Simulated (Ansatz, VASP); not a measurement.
## BAs in VASP and in Ansatz

```
B As
1.0
     0.00000    2.39187    2.39187
     2.39187    0.00000    2.39187
     2.39187    2.39187    0.00000
B As
1 1
Direct
  0.00000 0.00000 0.00000
  0.25000 0.25000 0.25000
```

Alike in both runs: task single point; functional HSE06; k mesh 4 × 4 × 4; no spin polarisation.

|  | VASP | Ansatz |
| --- | --- | --- |
| version | VASP 6.6.1 | Ansatz 0.2.0 |
| potentials or method | VASP PAW PBE potentials, release 64 (B, As) | plane waves, PAW |
| plane-wave cutoff (eV) | 520 | 420 |
| occupations | gaussian, width 0.01 eV | fixed |
| valence electrons in the cell | 8 | 18 |

```csv
,VASP,Ansatz,Ansatz less VASP
gap on the k mesh at the Fermi level (eV),2.12,2.11,-0.011
pressure (GPa),-0.6,-0.5,+0.14
```

VASP's potentials hold 8 valence electrons a cell and Ansatz's 18, so a difference there can come from the potentials and not from the codes. Ansatz's warnings: stress exchange threshold loose, stress scf threshold loose.

The k mesh is coarse, so the values compare programs but aren't converged.
